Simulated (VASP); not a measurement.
# Co3Sn2 (P-6m2) in VASP: single point with r2SCAN

Aim: the single point of Co3Sn2 with r2SCAN.

Program: VASP 6.6.1. These are calculated values, not measurements. Logs are shortened: lines on timing, memory, paths and dates and some standing lists are left out, and cuts for length are marked.

## Step 1: The cell of the first run

The structure is hexagonal, space group P-6m2 (No. 187). Conventional cell: a = 4.223 Å, b = 4.223 Å, c = 5.067 Å, α = 90.00°, β = 90.00°, γ = 120.00°. Co (site symmetry 3m) has 5 Co at 2.50 to 2.76 Å and 6 Sn at 2.74 to 2.76 Å within 3.3 Å. Within 3.2 Å of Co (site symmetry -6m2) lie 5 Sn at 2.44 to 2.53 Å and 6 Co at 2.76 Å. Sn (site symmetry -6m2) has 8 Co at 2.53 to 2.74 Å within 3.3 Å. Within 3.2 Å of Sn (site symmetry -6m2) lie 9 Co at 2.44 to 2.76 Å.

## Step 2: Single point, r2SCAN, collinear spin, ferromagnetic start

The input, POSCAR:

```
Co3Sn2
1.0
    4.2229921449      0.0000000000      0.0000000000
   -2.1114960725      3.6572184775      0.0000000000
    0.0000000000      0.0000000000      5.0668540000
Co Sn
3 2
Direct
    0.0000000000      0.0000000000      0.7463570000
    0.0000000000      0.0000000000      0.2536430000
    0.6666666700      0.3333333300      0.0000000000
    0.6666666700      0.3333333300      0.5000000000
    0.3333333300      0.6666666700      0.0000000000
```

The input, INCAR.step1:

```
SYSTEM = Co3Sn2
  ALGO = Normal
  EDIFF = 1E-4
  ENCUT = 520
  GGA = PE
  ISMEAR = 0
  ISPIN = 2
  LASPH = .TRUE.
  LCHARG = .FALSE.
  LMAXMIX = 4
  LREAL = .FALSE.
  LWAVE = .TRUE.
  MAGMOM = 3 3 3 0 0
  NBANDS = 40
  NELM = 150
  PREC = Accurate
  SIGMA = 0.1
```

The input, INCAR.step2:

```
SYSTEM = Co3Sn2
  ALGO = Normal
  EDIFF = 1E-7
  ENCUT = 520
  ISIF = 2
  ISMEAR = 0
  ISPIN = 2
  ISTART = 1
  LASPH = .TRUE.
  LCHARG = .FALSE.
  LMAXMIX = 4
  LMIXTAU = .TRUE.
  LORBIT = 11
  LREAL = .FALSE.
  LWAVE = .FALSE.
  MAGMOM = 3 3 3 0 0
  METAGGA = R2SCAN
  NBANDS = 40
  NELM = 150
  PREC = Accurate
  SIGMA = 0.1
```

The input, KPOINTS:

```
k-points
0
G
  6 6 4
  0 0 0
```

Potentials or basis: VASP PAW PBE potentials, release 64 (Co, Sn_d).

The run is started by

```
> cat potpaw_PBE.64/Co/POTCAR potpaw_PBE.64/Sn_d/POTCAR > POTCAR
> cp INCAR.step1 INCAR
> mpirun -np 1 vasp_std > vasp.out
> cp INCAR.step2 INCAR
> mpirun -np 1 vasp_std > vasp.out
```

OUTCAR:

```text
SYSTEM = Co3Sn2
   EDIFF = 1E-7
   ENCUT = 520
   ISIF = 2
   ISMEAR = 0
   ISPIN = 2
   ISTART = 1
   LASPH = .TRUE.
   LORBIT = 11
   LREAL = .FALSE.
   METAGGA = R2SCAN
   NELM = 150
   PREC = Accurate

 ion  position               nearest neighbor table
   1  0.000  0.000  0.746-   2 2.50   2 2.57   4 2.74   4 2.74   4 2.74   5 2.76   3 2.76   3 2.76
                             5 2.76   5 2.76   3 2.76
   2  0.000  0.000  0.254-   1 2.50   1 2.57   4 2.74   4 2.74   4 2.74   3 2.76   5 2.76   3 2.76
                             5 2.76   5 2.76   3 2.76
   3  0.667  0.333  0.000-   5 2.44   5 2.44   5 2.44   4 2.53   4 2.53   1 2.76   2 2.76   1 2.76
                             2 2.76   1 2.76   2 2.76
   4  0.667  0.333  0.500-   3 2.53   3 2.53   1 2.74   2 2.74   1 2.74   2 2.74   1 2.74   2 2.74
                             5 3.52   5 3.52   5 3.52   5 3.52   5 3.52   5 3.52
   5  0.333  0.667  0.000-   3 2.44   3 2.44   3 2.44   1 2.76   2 2.76   2 2.76   1 2.76   2 2.76
                             1 2.76   4 3.52   4 3.52   4 3.52   4 3.52   4 3.52   4 3.52

  LATTYP: Found a hexagonal cell.
 ALAT       =     4.2229921449
 C/A-ratio  =     1.1998255801

  Lattice vectors:

 A1 = (   4.2229921449,   0.0000000000,   0.0000000000)
 A2 = (  -2.1114960725,   3.6572184775,   0.0000000000)
 A3 = (   0.0000000000,   0.0000000000,   5.0668540000)

Analysis of symmetry for initial positions (statically):
=====================================================================
 Subroutine PRICEL returns:
 Original cell was already a primitive cell.

 Routine SETGRP: Setting up the symmetry group for a
 hexagonal supercell.

 Subroutine GETGRP returns: Found 12 space group operations
 (whereof 12 operations were pure point group operations)
 out of a pool of 24 trial point group operations.

The static configuration has the point symmetry D_3h.

Analysis of symmetry for dynamics (positions and initial velocities):
=====================================================================
 Subroutine PRICEL returns:
 Original cell was already a primitive cell.

 Routine SETGRP: Setting up the symmetry group for a
 hexagonal supercell.

 Subroutine GETGRP returns: Found 12 space group operations
 (whereof 12 operations were pure point group operations)
 out of a pool of 24 trial point group operations.

The dynamic configuration has the point symmetry D_3h.

Analysis of structural, dynamic, and magnetic symmetry:
=====================================================================
 Subroutine PRICEL returns:
 Original cell was already a primitive cell.

 Routine SETGRP: Setting up the symmetry group for a
 hexagonal supercell.

 Subroutine GETGRP returns: Found 12 space group operations
 (whereof 12 operations were pure point group operations)
 out of a pool of 24 trial point group operations.

The overall configuration has the point symmetry D_3h.

 Subroutine INISYM returns: Found 12 space group operations
 (whereof 12 operations are pure point group operations),
 and found     1 'primitive' translations

----------------------------------------------------------------------------------------

                                     Primitive cell

  volume of cell :      78.2545

  direct lattice vectors                    reciprocal lattice vectors
     4.222992145  0.000000000  0.000000000     0.236798925  0.136715923  0.000000000
    -2.111496073  3.657218477  0.000000000     0.000000000  0.273431846  0.000000000
     0.000000000  0.000000000  5.066854000     0.000000000  0.000000000  0.197361124

  length of vectors
     4.222992145  4.222992145  5.066854000     0.273431846  0.273431846  0.197361124

  position of ions in fractional coordinates (direct lattice)
     0.000000000  0.000000000  0.746357000
     0.000000000  0.000000000  0.253643000
     0.666666670  0.333333330  0.000000000
     0.666666670  0.333333330  0.500000000
     0.333333330  0.666666670  0.000000000

  ion indices of the primitive-cell ions
   primitive index   ion index
                 1           1
[... 30 lines left out ...]

 Following reciprocal coordinates:
            Coordinates               Weight
  0.000000  0.000000  0.000000      1.000000
  0.166667  0.000000  0.000000      6.000000
  0.333333  0.000000  0.000000      6.000000
  0.500000  0.000000  0.000000      3.000000
  0.166667  0.166667  0.000000      6.000000
  0.333333  0.166667  0.000000     12.000000
[... 13 lines left out ...]
  0.333333  0.166667  0.500000     12.000000
  0.333333  0.333333  0.500000      2.000000
   k-points           NKPTS =     21   k-points in BZ     NKDIM =     21   number of bands    NBANDS=     40
   number of dos      NEDOS =    301   number of ions     NIONS =      5
   total plane-waves  NPLWV =  40960
   dimension x,y,z NGX =    32 NGY =   32 NGZ =   40
   dimension x,y,z NGXF=    64 NGYF=   64 NGZF=   80
   ions per type =               3   2
   NGX,Y,Z   is equivalent  to a cutoff of  12.60, 12.60, 13.12 a.u.
   NGXF,Y,Z  is equivalent  to a cutoff of  25.19, 25.19, 26.25 a.u.
 SYSTEM =  Co3Sn2
   PREC   = accura    normal or accurate (medium, high low for compatibility)
   ISTART =      1    job   : 0-new  1-cont  2-samecut
   ICHARG =      0    charge: 1-file 2-atom 10-const
   ISPIN  =      2    spin polarized calculation?
   LNONCOLLINEAR =      F non collinear calculations
   LSORBIT =      F    spin-orbit coupling
   LASPH  =      T    aspherical Exc in radial PAW
   ENCUT  =  520.0 eV  38.22 Ry    6.18 a.u.   7.85  7.85  9.42*2*pi/ulx,y,z
   NELM   =    150;   NELMIN=  2; NELMDL=  0     # of ELM steps
   EDIFF  = 0.1E-06   stopping-criterion for ELM
   LREAL  =      F    real-space projection
   EDIFFG = 0.1E-05   stopping-criterion for IOM
   NSW    =      0    number of steps for IOM
   IBRION =     -1    ionic relax: 0-MD 1-quasi-New 2-CG
   NFREE  =      0    steps in history (QN), initial steepest desc. (CG)
   ISIF   =      2    stress and relaxation
   ISYM   =      2    0-nonsym 1-usesym 2-fastsym
   POTIM  = 0.5000    time-step for ionic-motion
   TEBEG  =    0.0;   TEEND  =   0.0 temperature during run
   PSTRESS=    0.0 pullay stress
   NELECT =      55.0000    total number of electrons
   NUPDOWN=      -1.0000    fix difference up-down
   EMIN   =  10.00;   EMAX   =-10.00  energy-range for DOS
   EFERMI =   0.00;   METHOD = LEGACY
   ISMEAR =     0;   SIGMA  =   0.10  broadening in eV -4-tet -1-fermi 0-gaus
   EFERMI_NEDOS =   21; number of points for ismear=-14 and -15
   IALGO  =     38    algorithm
   IMIX   =      4    mixing-type and parameters
     AMIX     =   0.40;   BMIX     =  1.00
     AMIX_MAG =   1.60;   BMIX_MAG =  1.00
  volume/ion in A,a.u.               =      15.65       105.62
  Fermi-wavevector in a.u.,A,eV,Ry     =   1.455546  2.750583 28.825487  2.118614
  Thomas-Fermi vector in A             =   2.572568
   LORBIT       =     11    0 simple, 1 ext, 2 COOP (PROOUT), +10 PAW based schemes
   METAGGA = R2SCAN    functional components
   LHFCALC =     F    Hartree Fock is set to
   AEXX    =    0.0000 exact exchange contribution
   IVDW    =     0    specifies the selected vdW correction
   LEPSILON=     F    determine dielectric tensor
   LRPA    =     F    only Hartree local field effects (RPA)
 spin polarized calculation
 Gauss-broadening in eV      SIGMA  =   0.10
  energy-cutoff  :      520.00
  volume of cell :       78.25
 maximum number of plane-waves:      2121
 NGX is ok and might be reduce to    32
   NGX = 15   NGY = 15   NGZ = 19

 number of electron      55.0000021 magnetization       3.6656278

 Free energy of the ion-electron system (eV)
  ---------------------------------------------------
  ext. energy  EPLUGINS =         0.00000000
  ---------------------------------------------------
  free energy    TOTEN  =       -88.42734489 eV

  energy without entropy =      -88.39341920  energy(sigma->0) =      -88.41038204

 E-fermi :   9.9519     XC(G=0): -13.1189

 val. band max:        9.9485007494   @ k =   0.1667   0.0000   0.2500
 cond. band min:       9.9553272714   @ k =   0.1667   0.0000   0.5000
 fundamental gap:      0.0068265220
 Fermi energy:         9.9518811310

 spin component 1

 k-point     1 :       0.0000    0.0000    0.0000
  band No.  band energies     occupation
      1     -12.1016      1.00000
      2     -12.0467      1.00000
      3     -12.0467      1.00000
      4     -11.9818      1.00000
      5     -11.9818      1.00000
      6     -11.8419      1.00000
[... 871 lines left out ...]
     38      19.5345      0.00000
     39      19.6922      0.00000
 Fermi energy:         9.9518811310

 spin component 2

 k-point     1 :       0.0000    0.0000    0.0000
  band No.  band energies     occupation
      1     -12.1123      1.00000
      2     -12.0608      1.00000
      3     -12.0608      1.00000
      4     -11.9935      1.00000
      5     -11.9935      1.00000
      6     -11.8520      1.00000
[... 871 lines left out ...]
     38      19.8658      0.00000
     39      19.9633      0.00000
 [bands above 39 left out]

------------------------ aborting loop because EDIFF is reached ----------------------------------------

  FORCE on cell =-STRESS in cart. coord.  units (eV):
  Direction    XX          YY          ZZ          XY          YZ          ZX
  --------------------------------------------------------------------------------------
  -------------------------------------------------------------------------------------
  Total       -0.1901142     -0.1901142     -1.3733680      0.0000000      0.0000000      0.0000000
  in kB       -3.8923824     -3.8923824    -28.1182268      0.0000000      0.0000000      0.0000000
  external PRESSURE =     -11.9676639 kB  Pullay stress =       0.0000000 kB

 VOLUME and BASIS-vectors are now :
 -----------------------------------------------------------------------------
  energy-cutoff  :      520.00
  volume of cell :       78.25
      direct lattice vectors                 reciprocal lattice vectors
     4.222992145  0.000000000  0.000000000     0.236798925  0.136715923  0.000000000
    -2.111496073  3.657218477  0.000000000     0.000000000  0.273431846  0.000000000
     0.000000000  0.000000000  5.066854000     0.000000000  0.000000000  0.197361124

 POSITION                                       TOTAL-FORCE (eV/Angst)
 -----------------------------------------------------------------------------------
      0.00000      0.00000      3.78168        -0.000000     -0.000000     -0.127601
      0.00000      0.00000      1.28517        -0.000000     -0.000000      0.127601
      2.11150      1.21907      0.00000         0.000000     -0.000000      0.000000
      2.11150      1.21907      2.53343        -0.000000      0.000000      0.000000
     -0.00000      2.43815      0.00000         0.000000     -0.000000      0.000000
 -----------------------------------------------------------------------------------
    total drift:                                0.000003     -0.000002     -0.000000

  FREE ENERGIE OF THE ION-ELECTRON SYSTEM (eV)
  ---------------------------------------------------
  free  energy   TOTEN  =       -88.4273448866 eV

  energy  without entropy=      -88.3934192032  energy(sigma->0) =      -88.41038204

 total charge

# of ion       s       p       d       tot
------------------------------------------
    1        0.411   0.447   7.279   8.137
    2        0.411   0.447   7.279   8.137
    3        0.446   0.542   7.513   8.501
    4        1.078   1.289  10.054  12.421
    5        1.103   1.352  10.088  12.543
--------------------------------------------------
tot          3.449   4.076  42.213  49.739

 magnetization (x)

# of ion       s       p       d       tot
------------------------------------------
    1        0.009  -0.005   1.637   1.641
    2        0.009  -0.005   1.637   1.641
    3        0.003  -0.005   0.748   0.745
    4       -0.000  -0.073  -0.018  -0.091
    5        0.003  -0.072  -0.009  -0.077
--------------------------------------------------
tot          0.023  -0.160   3.995   3.859
```

Run time: 10 min. Hardware: 1 thread of Intel Xeon 6975P-C (Granite Rapids), shared host; peak memory 0.3 GiB.

Results:

| Item | Value |
| --- | --- |
| Free energy | -88.4273 eV |
| Pressure | -1.2 GPa |
| Largest force | 0.128 eV/Å |
| Net moment | 3.67 μB per cell |
| Site moments | Co +1.64, +0.74; Sn -0.09, -0.08 μB |
| Valence electrons inside the program's atomic spheres | Co 8.14, 8.50; Sn 12.42, 12.54 |

Forces on the atoms (eV/Å):
```
Co   0.000  0.000 -0.128
Co   0.000  0.000  0.128
Co   0.000  0.000  0.000
Sn   0.000  0.000  0.000
Sn   0.000  0.000  0.000
```

Stress tensor (GPa, compression positive):
```
-0.39  0.00  0.00
 0.00 -0.39  0.00
 0.00  0.00 -2.81
```

Caveat: the PAW data sets were made with another functional, which shifts forces and pressure a little; spin-orbit coupling is left out, which moves the levels of the heavy elements.
